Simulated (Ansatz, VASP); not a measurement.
## One calculation of TaN, two programs

```
Ta N
1.0
     0.00000    2.18144    2.18144
     2.18144    0.00000    2.18144
     2.18144    2.18144    0.00000
Ta N
1 1
Direct
  0.50000 0.50000 0.50000
  0.00000 0.00000 0.00000
```

Change from the starting cell: volume scaled by 0.96.

Alike in both runs: task single point; functional LDA; k mesh 10 × 10 × 10; occupations fermi-dirac, width 0.05 eV; no spin polarisation.

|  | VASP | Ansatz |
| --- | --- | --- |
| version | VASP 6.6.1 | Ansatz 0.2.0 |
| potentials or method | VASP PAW LDA potentials, release 64 (Ta_pv, N), cutoff 520 eV | all-electron LAPW, scalar-relativistic |

Ansatz gave:

* gap on the k mesh at the Fermi level (eV): none
* pressure (GPa): -3.8

Q: What did VASP give for the same quantities?

A: gap on the k mesh at the Fermi level (eV): none; pressure (GPa): -1.8.

LDA's correlation is that of Perdew and Zunger in VASP and of Perdew and Wang (1992) in Ansatz. A gap of «none» marks a metal or a gap that the smearing closes. Ansatz ran all-electron here, and VASP with PAW potentials.

Spin-orbit coupling is off throughout.
